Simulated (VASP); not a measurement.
# Mg16Se3S13 (P1) in VASP: notebook

Runs on Mg16Se3S13. Level: PBEsol. Tasks: single point, relaxation of volume and atoms at fixed shape.

Program: VASP 6.6.1. These are calculated values, not measurements. Logs are shortened: lines on timing, memory, paths and dates and some standing lists are left out, and cuts for length are marked.

### Step 1. The cell of the first run

The typed cell holds 64 atoms: a = 10.469 Å, b = 10.469 Å, c = 10.469 Å, α = 90.00°, β = 90.00°, γ = 90.00°.

### Step 2. Single point, PBEsol

Input file INCAR:

```
PREC     = Accurate       # precision mode
ENCUT    = 520            # plane-wave cutoff, eV
EDIFF    = 1E-6           # SCF threshold, eV
ISMEAR   = -1             # smearing method
SIGMA    = 0.05           # smearing width, eV
LREAL    = Auto         
LASPH    = T              # aspherical terms in the spheres
NELM     = 100            # most SCF steps
ALGO     = Normal         # electronic algorithm
ISIF     = 2              # what is computed and relaxed
LWAVE    = F              # write WAVECAR
LCHARG   = F              # write CHGCAR
GGA      = PS             # functional
ISYM     = 0            
NBANDS   = 166            # bands
```

Input file KPOINTS:

```
Automatic mesh
0
Gamma
  1 1 1
  0.25 0.25 0.25
```

Input file POSCAR:

```
Mg16Se3S13
1.0
   10.4691335038      0.0000000000      0.0000000000
    0.0000000000     10.4691335038      0.0000000000
    0.0000000000      0.0000000000     10.4691335038
S Se Mg
26 6 32
Direct
    0.2506230000      0.0008490000      0.0000970000
    0.2507270000      0.0008380000      0.5002130000
    0.2500200000      0.4993770000      0.9994390000
    0.2500150000      0.4993840000      0.5008450000
    0.7497770000      0.5014570000      0.0000840000
    0.7499190000      0.5015430000      0.5002060000
    0.0024460000      0.2518470000      0.0009500000
    0.0024080000      0.2518910000      0.4993280000
    0.0001130000      0.7483990000      0.0001820000
    0.0000790000      0.7485070000      0.5003280000
    0.4974220000      0.2510790000      0.0001050000
    0.4975230000      0.2510640000      0.5002420000
    0.4998630000      0.7492110000      0.9994100000
    0.4998150000      0.7491640000      0.5009400000
    0.0015620000      0.0000130000      0.2501700000
    0.9997670000      0.4999130000      0.2500560000
    0.0005820000      0.5005910000      0.7501050000
    0.4980850000      0.9999920000      0.2502960000
    0.4971830000      0.9990790000      0.7503420000
    0.4997720000      0.4999670000      0.2502670000
    0.4988110000      0.5007230000      0.7502000000
    0.2499520000      0.2502060000      0.2502600000
    0.2506950000      0.2509110000      0.7501780000
    0.2506240000      0.7489290000      0.7502040000
    0.7498810000      0.7482360000      0.2503240000
    0.7490280000      0.7473790000      0.7503280000
    0.7492920000      0.9989610000      0.0009340000
    0.7493400000      0.9990280000      0.4999000000
    0.0013950000      0.9994270000      0.7502620000
    0.2498180000      0.7498480000      0.2501420000
    0.7497500000      0.2508290000      0.2502650000
    0.7493170000      0.2514070000      0.7503140000
    0.0062330000      0.0000880000      0.0056710000
    0.0063780000      0.0001750000      0.4947360000
    0.0012950000      0.5001530000      0.0011920000
    0.0013710000      0.5002670000      0.4987560000
    0.4937570000      0.0002060000      0.0015730000
    0.4938170000      0.0002220000      0.4989630000
    0.4985310000      0.5001230000      0.0004710000
    0.4985410000      0.5001410000      0.4999820000
    0.2499220000      0.2514160000      0.9989840000
    0.2499290000      0.2514000000      0.5014290000
    0.2499250000      0.7487510000      0.9948370000
    0.2499130000      0.7486910000      0.5054020000
    0.7500240000      0.2568180000      0.0002190000
    0.7500920000      0.2569080000      0.5003850000
    0.7499880000      0.7439530000      0.9991000000
    0.7498750000      0.7440200000      0.5015450000
    0.2509800000      0.0041590000      0.2500220000
    0.2545340000      0.9998170000      0.7500310000
    0.2500500000      0.4959450000      0.2500410000
    0.2508680000      0.5001280000      0.7500980000
    0.7483170000      0.9939950000      0.2504500000
    0.7433240000      0.9926890000      0.7504200000
    0.7495800000      0.5048100000      0.2501280000
    0.7482920000      0.5054250000      0.7500180000
    0.0050940000      0.2511450000      0.2501110000
    0.0062320000      0.2553690000      0.7501760000
    0.9957500000      0.7487510000      0.2502130000
    0.0000810000      0.7447130000      0.7501380000
    0.4947010000      0.2500900000      0.2501500000
    0.4940710000      0.2511090000      0.7501540000
    0.5038520000      0.7497590000      0.2501220000
    0.4995760000      0.7486910000      0.7500900000
```

Potentials or basis: VASP PAW PBE potentials, release 64 (S, Se, Mg).

Launch:

```console
$ cat potpaw_PBE.64/S/POTCAR potpaw_PBE.64/Se/POTCAR potpaw_PBE.64/Mg/POTCAR > POTCAR
$ mpirun -np 1 vasp_std > vasp.out
```

OUTCAR:

```text
PREC = Accurate
   ENCUT = 520
   EDIFF = 1E-6
   ISMEAR = -1
   LREAL = Auto
   LASPH = T
   NELM = 100
   ISIF = 2
   GGA = PS
   ISYM = 0

 ion  position               nearest neighbor table
   1  0.251  0.001  0.000-  37 2.55  33 2.56  49 2.62  50 2.62  41 2.62  43 2.64
   2  0.251  0.001  0.500-  38 2.54  34 2.56  50 2.62  49 2.62  42 2.62  44 2.64
   3  0.250  0.499  0.999-  41 2.60  39 2.60  35 2.60  52 2.61  43 2.61  51 2.62
   4  0.250  0.499  0.501-  42 2.60  40 2.60  36 2.60  52 2.61  44 2.61  51 2.63
   5  0.750  0.501  0.000-  47 2.54  45 2.56  55 2.62  56 2.62  39 2.63  35 2.63
   6  0.750  0.502  0.500-  48 2.54  46 2.56  56 2.62  55 2.62  40 2.63  36 2.63
[... 40 lines left out ...]
  43  0.250  0.749  0.995-  24 2.56   3 2.61   9 2.62  13 2.62   1 2.64  30 2.67  52 3.65
  44  0.250  0.749  0.505-  24 2.56   4 2.61  10 2.62  14 2.62   2 2.64  30 2.67  52 3.65
  45  0.750  0.257  0.000-   5 2.56  32 2.62  31 2.62   7 2.64  11 2.65  27 2.70
  46  0.750  0.257  0.500-   6 2.56  32 2.62  31 2.62   8 2.64  12 2.64  28 2.70
  47  0.750  0.744  0.999-   5 2.54  26 2.60   9 2.62  13 2.62  25 2.63  27 2.67  56 3.61  55 3.63

  48  0.750  0.744  0.502-   6 2.54  26 2.60  14 2.62  10 2.62  25 2.63  28 2.67  56 3.61  55 3.63

  49  0.251  0.004  0.250-  22 2.58  18 2.59  15 2.61   1 2.62   2 2.62  30 2.66  33 3.62  34 3.62
                            61 3.62  37 3.64  38 3.64  57 3.65
  50  0.255  1.000  0.750-  19 2.54   2 2.62   1 2.62  24 2.63  23 2.63  29 2.65  38 3.63  37 3.63
                            62 3.63
  51  0.250  0.496  0.250-  22 2.57  20 2.61  16 2.62   3 2.62   4 2.63  30 2.66  57 3.63  61 3.63

  52  0.251  0.500  0.750-  21 2.60  24 2.60  23 2.61   4 2.61   3 2.61  17 2.62  58 3.62  62 3.64
                            44 3.65  43 3.65
  53  0.748  0.994  0.250-  25 2.57  28 2.61  27 2.61  18 2.62  15 2.65  31 2.69  63 3.62  59 3.65

  54  0.743  0.993  0.750-  26 2.57  19 2.58  27 2.62  28 2.62  29 2.70  32 2.71  64 3.61
  55  0.750  0.505  0.250-  25 2.55  20 2.62   5 2.62   6 2.62  16 2.62  31 2.66  59 3.63  47 3.63
                            63 3.63  48 3.63
  56  0.748  0.505  0.750-  26 2.53  21 2.61   6 2.62   5 2.62  17 2.64  32 2.66  48 3.61  47 3.61
                            60 3.64  64 3.64
  57  0.005  0.251  0.250-  22 2.56  16 2.60   7 2.61   8 2.61  15 2.63  31 2.67  51 3.63  49 3.65
[... 8 lines left out ...]
  62  0.494  0.251  0.750-  23 2.55  21 2.61  12 2.62  11 2.62  19 2.64  32 2.67  50 3.63  52 3.64
                            42 3.65  41 3.65
  63  0.504  0.750  0.250-  25 2.58  20 2.62  18 2.62  13 2.63  14 2.63  30 2.66  53 3.62  55 3.63

  64  0.500  0.749  0.750-  21 2.60  24 2.61  14 2.61  13 2.61  26 2.61  19 2.62  54 3.61  56 3.64

IMPORTANT INFORMATION: All symmetrisations will be switched off!
NOSYMM: (Re-)initialisation of all symmetry stuff for point group C_1.

----------------------------------------------------------------------------------------

                                     Primitive cell

  volume of cell :    1147.4459

  direct lattice vectors                    reciprocal lattice vectors
    10.469133504  0.000000000  0.000000000     0.095518889  0.000000000  0.000000000
     0.000000000 10.469133504  0.000000000     0.000000000  0.095518889  0.000000000
     0.000000000  0.000000000 10.469133504     0.000000000  0.000000000  0.095518889

  length of vectors
    10.469133504 10.469133504 10.469133504     0.095518889  0.095518889  0.095518889

  position of ions in fractional coordinates (direct lattice)
     0.250623000  0.000849000  0.000097000
     0.250727000  0.000838000  0.500213000
     0.250020000  0.499377000  0.999439000
     0.250015000  0.499384000  0.500845000
     0.749777000  0.501457000  0.000084000
     0.749919000  0.501543000  0.500206000
[... 56 lines left out ...]
     0.503852000  0.749759000  0.250122000
     0.499576000  0.748691000  0.750090000

  ion indices of the primitive-cell ions
   primitive index   ion index
                 1           1
                 2           2
                 3           3
                 4           4
                 5           5
                 6           6
[... 56 lines left out ...]
                63          63
                64          64

----------------------------------------------------------------------------------------

 KPOINTS: Automatic mesh

Automatic generation of k-mesh.
 Grid dimensions read from file:
 generate k-points for:    1    1    1

 Generating k-lattice:

  Cartesian coordinates                     Fractional coordinates (reciprocal lattice)
     0.095518889  0.000000000  0.000000000     1.000000000  0.000000000  0.000000000
     0.000000000  0.095518889  0.000000000     0.000000000  1.000000000  0.000000000
     0.000000000  0.000000000  0.095518889     0.000000000  0.000000000  1.000000000

  Length of vectors
     0.095518889  0.095518889  0.095518889

  Shift w.r.t. Gamma in fractional coordinates (k-lattice)
     0.250000000  0.250000000  0.250000000

 Subroutine IBZKPT returns following result:
 ===========================================

 Found      4 irreducible k-points:

 Following reciprocal coordinates:
            Coordinates               Weight
  0.250000  0.250000  0.250000      2.000000
 -0.250000  0.250000  0.250000      2.000000
 -0.250000 -0.250000  0.250000      2.000000
  0.250000 -0.250000  0.250000      2.000000
   k-points           NKPTS =      4   k-points in BZ     NKDIM =      4   number of bands    NBANDS=    166
   number of dos      NEDOS =    301   number of ions     NIONS =     64
   total plane-waves  NPLWV = 512000
   dimension x,y,z NGX =    80 NGY =   80 NGZ =   80
   dimension x,y,z NGXF=   160 NGYF=  160 NGZF=  160
   ions per type =              26   6  32
   NGX,Y,Z   is equivalent  to a cutoff of  12.70, 12.70, 12.70 a.u.
   NGXF,Y,Z  is equivalent  to a cutoff of  25.41, 25.41, 25.41 a.u.
 SYSTEM =  unknown system
   PREC   = accura    normal or accurate (medium, high low for compatibility)
   ISTART =      0    job   : 0-new  1-cont  2-samecut
   ICHARG =      2    charge: 1-file 2-atom 10-const
   ISPIN  =      1    spin polarized calculation?
   LNONCOLLINEAR =      F non collinear calculations
   LSORBIT =      F    spin-orbit coupling
   LASPH  =      T    aspherical Exc in radial PAW
   ENCUT  =  520.0 eV  38.22 Ry    6.18 a.u.  19.47 19.47 19.47*2*pi/ulx,y,z
   NELM   =    100;   NELMIN=  2; NELMDL= -5     # of ELM steps
   EDIFF  = 0.1E-05   stopping-criterion for ELM
   LREAL  =      T    real-space projection
   EDIFFG = 0.1E-04   stopping-criterion for IOM
   NSW    =      0    number of steps for IOM
   IBRION =     -1    ionic relax: 0-MD 1-quasi-New 2-CG
   NFREE  =      0    steps in history (QN), initial steepest desc. (CG)
   ISIF   =      2    stress and relaxation
   ISYM   =      0    0-nonsym 1-usesym 2-fastsym
   POTIM  = 0.5000    time-step for ionic-motion
   TEBEG  =    0.0;   TEEND  =   0.0 temperature during run
   PSTRESS=    0.0 pullay stress
   NELECT =     256.0000    total number of electrons
   NUPDOWN=      -1.0000    fix difference up-down
   EMIN   =  10.00;   EMAX   =-10.00  energy-range for DOS
   EFERMI =   0.00;   METHOD = LEGACY
   ISMEAR =    -1;   SIGMA  =   0.05  broadening in eV -4-tet -1-fermi 0-gaus
   EFERMI_NEDOS =   21; number of points for ismear=-14 and -15
   IALGO  =     38    algorithm
   IMIX   =      4    mixing-type and parameters
     AMIX     =   0.40;   BMIX     =  1.00
     AMIX_MAG =   1.60;   BMIX_MAG =  1.00
  volume/ion in A,a.u.               =      17.93       120.99
  Fermi-wavevector in a.u.,A,eV,Ry     =   0.992912  1.876332 13.413633  0.985874
  Thomas-Fermi vector in A             =   2.124757
   LORBIT       =      0    0 simple, 1 ext, 2 COOP (PROOUT), +10 PAW based schemes
   GGA     = PS    functional components
   LHFCALC =     F    Hartree Fock is set to
   AEXX    =    0.0000 exact exchange contribution
   IVDW    =     0    specifies the selected vdW correction
   LEPSILON=     F    determine dielectric tensor
   LRPA    =     F    only Hartree local field effects (RPA)
 non-spin polarized calculation
  energy-cutoff  :      520.00
  volume of cell :     1147.45
 maximum number of plane-waves:     30901
 NGX is ok and might be reduce to    80
   NGX = 39   NGY = 39   NGZ = 39

 number of electron     256.0000041 magnetization

 Free energy of the ion-electron system (eV)
  ---------------------------------------------------
  ext. energy  EPLUGINS =         0.00000000
  ---------------------------------------------------
  free energy    TOTEN  =      -284.05126364 eV

  energy without entropy =     -284.05126364  energy(sigma->0) =     -284.05126364

 E-fermi :   4.8338     XC(G=0):  -9.8314

 val. band max:        3.6402877562   @ k =   0.2500   0.2500   0.2500
 cond. band min:       6.7515546256   @ k =  -0.2500  -0.2500   0.2500
 fundamental gap:      3.1112668695
 Fermi energy:         4.8338080597

 k-point     1 :       0.2500    0.2500    0.2500
  band No.  band energies     occupation
      1      -9.0040      2.00000
      2      -8.6426      2.00000
      3      -8.6327      2.00000
      4      -8.6218      2.00000
      5      -8.3342      2.00000
      6      -8.3203      2.00000
[... 561 lines left out ...]
    139       8.1261      0.00000
    140       8.1415      0.00000
 [bands above 140 left out]

------------------------ aborting loop because EDIFF is reached ----------------------------------------

  FORCE on cell =-STRESS in cart. coord.  units (eV):
  Direction    XX          YY          ZZ          XY          YZ          ZX
  --------------------------------------------------------------------------------------
  -------------------------------------------------------------------------------------
  Total       -1.3542775     -1.3182640     -0.8780807      0.0910501     -0.0033055     -0.0006698
  in kB       -1.8909760     -1.8406905     -1.2260630      0.1271332     -0.0046155     -0.0009353
  external PRESSURE =      -1.6525765 kB  Pullay stress =       0.0000000 kB

 VOLUME and BASIS-vectors are now :
 -----------------------------------------------------------------------------
  energy-cutoff  :      520.00
  volume of cell :     1147.45
      direct lattice vectors                 reciprocal lattice vectors
    10.469133504  0.000000000  0.000000000     0.095518889  0.000000000  0.000000000
     0.000000000 10.469133504  0.000000000     0.000000000  0.095518889  0.000000000
     0.000000000  0.000000000 10.469133504     0.000000000  0.000000000  0.095518889

 POSITION                                       TOTAL-FORCE (eV/Angst)
 -----------------------------------------------------------------------------------
      2.62381      0.00889      0.00102         0.000382     -0.001396      0.001476
      2.62489      0.00877      5.23680        -0.003808     -0.002042     -0.002668
      2.61749      5.22804     10.46326        -0.002226      0.005741     -0.003166
      2.61744      5.22812      5.24341        -0.002381      0.005445      0.000226
      7.84952      5.24982      0.00088         0.001643      0.003311      0.007399
      7.85100      5.25072      5.23672        -0.003940      0.002075     -0.005903
[... 56 lines left out ...]
      5.27489      7.84933      2.61856         0.006438     -0.000263      0.000392
      5.23013      7.83815      7.85279         0.000314     -0.000645      0.004247
 -----------------------------------------------------------------------------------
    total drift:                               -0.039219     -0.012432      0.023634

  FREE ENERGIE OF THE ION-ELECTRON SYSTEM (eV)
  ---------------------------------------------------
  free  energy   TOTEN  =      -284.0512636440 eV

  energy  without entropy=     -284.0512636439  energy(sigma->0) =     -284.05126364
```

Run time: 18 min. Hardware: 1 thread of Intel Xeon Platinum 8259CL at 2.50GHz (Skylake/Cascade Lake), shared host; peak memory 1.2 GiB.

What came out:

```
Free energy            : -284.0513 eV
Pressure               : -0.2 GPa
Largest force          : 0.023 eV/Å
Band gap on the k mesh : 3.11 eV
```

Forces in eV/Å, atoms in the order of the input:
```
S    0.000 -0.001  0.001
S   -0.004 -0.002 -0.003
S   -0.002  0.006 -0.003
S   -0.002  0.005  0.000
S    0.002  0.003  0.007
S   -0.004  0.002 -0.006
S    0.000  0.000  0.003
S    0.003 -0.002  0.000
S   -0.009 -0.006 -0.003
S   -0.006 -0.007 -0.008
S    0.002 -0.005  0.006
S   -0.001 -0.002 -0.002
S    0.000 -0.001  0.002
S    0.002  0.003 -0.001
S   -0.001 -0.003  0.003
S    0.006  0.008  0.002
S    0.005  0.006 -0.001
S    0.002 -0.003 -0.004
S    0.011 -0.001 -0.007
S    0.002  0.003 -0.004
S    0.006  0.000 -0.003
S    0.003  0.000 -0.004
S   -0.004 -0.002 -0.002
S    0.001  0.005 -0.005
S   -0.005  0.002 -0.004
S   -0.002  0.008 -0.005
Se  -0.002 -0.010  0.003
Se  -0.013 -0.018 -0.006
Se   0.007 -0.009  0.002
Se  -0.012 -0.009  0.012
Se  -0.004  0.013  0.009
Se  -0.007  0.009  0.000
Mg   0.014  0.005  0.005
Mg   0.011  0.005 -0.004
Mg   0.001 -0.002  0.004
Mg   0.001 -0.006  0.003
Mg  -0.008  0.000 -0.001
Mg  -0.008  0.001  0.000
Mg  -0.001  0.000 -0.003
Mg  -0.001 -0.003  0.000
Mg   0.000 -0.001 -0.004
Mg   0.001  0.000  0.001
Mg   0.001 -0.003 -0.004
Mg   0.000 -0.002  0.008
Mg   0.003  0.012 -0.005
Mg   0.002  0.009  0.001
Mg   0.003 -0.004 -0.009
Mg   0.006 -0.003  0.005
Mg   0.000  0.007  0.004
Mg   0.007  0.001  0.005
Mg  -0.001 -0.007  0.002
Mg   0.003 -0.002  0.001
Mg   0.001 -0.001 -0.004
Mg  -0.003 -0.008 -0.001
Mg   0.001  0.000  0.000
Mg   0.002  0.002  0.006
Mg   0.003  0.001  0.001
Mg   0.005  0.008 -0.001
Mg  -0.005 -0.001 -0.001
Mg  -0.006 -0.003  0.003
Mg  -0.003  0.002  0.001
Mg  -0.009  0.003  0.001
Mg   0.006  0.000  0.000
Mg   0.000 -0.001  0.004
```

Levels at points of the mesh, in eV from the valence-band top:
```
           k point  band 124  band 125  band 126  band 127  band 128  band 129  band 130  band 131  band 132  band 133
(0.25, 0.25, 0.25)     -0.38     -0.30     -0.26     -0.06      0.00      3.11      3.14      3.16      4.22      4.24
```

Caveat: the PAW data sets were made with another functional, which shifts forces and pressure a little; a shifted mesh leaves out Γ, where band edges can lie.

(Continued in part 2 of 2.)
